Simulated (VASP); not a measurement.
A run of VASP 6.6.1 is set up as follows.

Contents of INCAR:

```
SYSTEM = BaTiO3
PREC = Accurate
ENCUT = 520
EDIFF = 1E-6
ISMEAR = 0
SIGMA = 0.05
LREAL = .FALSE.
LASPH = .TRUE.
NELM = 100
ALGO = Normal
ISIF = 2
LWAVE = .FALSE.
LCHARG = .FALSE.
GGA = PE
NBANDS = 28
```

Contents of KPOINTS:

```
Automatic mesh
0
G
  8 8 8
  0 0 0
```

Contents of POSCAR:

```
BaTiO3
1.0
    4.6398642552      0.0000000000      0.0000000000
    0.0000000000      4.6398642552      0.0000000000
    0.0000000000      0.0000000000      3.0159488786
Ba Ti O
1 1 3
Direct
    0.0000000000      0.0000000000      0.0000000000
    0.5000000000      0.5000000000      0.5000000000
    0.5000000000      0.5000000000      0.0000000000
    0.5000000000      0.0000000000      0.5000000000
    0.0000000000      0.5000000000      0.5000000000
```

Potentials or basis: VASP PAW PBE potentials, release 64 (Ba_sv, Ti_sv, O).

Run with:

```bash
$ cat potpaw_PBE.64/Ba_sv/POTCAR potpaw_PBE.64/Ti_sv/POTCAR potpaw_PBE.64/O/POTCAR > POTCAR
$ mpirun -np 1 vasp_std > vasp.out
```

Task: What does it give for the pressure?

Result: 51.9 GPa.

Stress tensor (GPa, compression positive):
```
-15.99   0.00   0.00
  0.00 -15.99   0.00
  0.00   0.00 187.80
```

Caveat: atoms lie so close that the PAW spheres overlap strongly, which falsifies energies and pressures; the cell stands under pressure.
